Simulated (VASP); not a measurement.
A run of VASP 6.6.1:

INCAR

```
ALGO     = Normal         # electronic algorithm
EDIFF    = 1E-8           # SCF threshold, eV
ENCUT    = 520            # plane-wave cutoff, eV
GGA      = PS             # functional
IBRION   = 8              # ionic algorithm
ISIF     = 2              # what is computed and relaxed
ISMEAR   = 0              # smearing method
LASPH    = True           # aspherical terms in the spheres
LCHARG   = True           # write CHGCAR
LREAL    = False          # projectors in reciprocal space
LWAVE    = False          # write WAVECAR
NELM     = 80             # most SCF steps
NSW      = 1              # ionic steps
PREC     = Accurate       # precision mode
SIGMA    = 0.01           # smearing width, eV
```

KPOINTS

```
k-points
0
Gamma
  8 8 8
```

Contents of POSCAR:

```
GaP
1.0
    2.6343544138      2.6343544138      0.0000000000
   -2.6343544138      2.6343544138      0.0000000000
    0.0000000000      2.6343544138      2.6343544138
Ga P
1 1
Direct
    0.0000000000      0.0000000000      0.0000000000
    0.7500000000      0.2500000000      0.5000000000
```

Potentials or basis: VASP PAW PBE potentials, release 64 (Ga_d, P).

The run is started by

```sh
$ cat potpaw_PBE.64/Ga_d/POTCAR potpaw_PBE.64/P/POTCAR > POTCAR
$ mpirun -np 1 vasp_std > vasp.out
```

Hardware: 1 thread of AMD EPYC 7R13, on a shared host.

**Question.** Estimate the wall time of this run.

**Answer.** Run time: 5.7 min on 1 thread of AMD EPYC 7R13, on a shared host, peak memory 0.23 GiB. Counts: scf iterations 48, k points 29.
